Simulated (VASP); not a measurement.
The system is GaN.

```xyz
2
Lattice="0.0000 2.2535 2.2535 2.2535 0.0000 2.2535 2.2535 2.2535 0.0000" Properties=species:S:1:pos:R:3 pbc="T T T"
Ga    0.0000    0.0000    0.0000
N     1.1268    1.1268    1.1268
```

```yaml
Program: VASP 6.6.1
Task: relaxation of cell and atoms
Functional: PBEsol
Dispersion: D3(BJ)
Potentials_or_basis: VASP PAW PBE potentials, release 64 (Ga_d, N)
Cutoff: 600 eV
k_mesh: 10 × 10 × 10
Occupations: fermi-dirac, width 0.05 eV
Spin: no spin polarisation
```

At the start: pressure -4.6 GPa; volume 11.44 Å³/atom.

Task: How do energy, volume and symmetry change on relaxing?

Result: Over 3 steps the energy falls by 4.1 meV/atom and the volume is 11.16 Å³/atom (-2.4 %); space group F-43m (No. 216, to 0.1 Å) before and after.

The path:
```tsv
step	energy change (eV)	largest force (eV/Å)	pressure (GPa)	volume (Å³)
1	0.0000	0.0000	-4.63	22.89
2	-0.0006	0.0000	4.80	21.81
3	-0.0083	0.0000	-0.04	22.33
```

Final structure:
```
Ga N
1.0
     0.00000    2.23502    2.23502
     2.23502    0.00000    2.23502
     2.23502    2.23502    0.00000
Ga N
1 1
Direct
  0.00000 0.00000 0.00000
  0.25000 0.25000 0.25000
```

Caveat: the PAW data sets were made with another functional, which shifts forces and pressure a little.
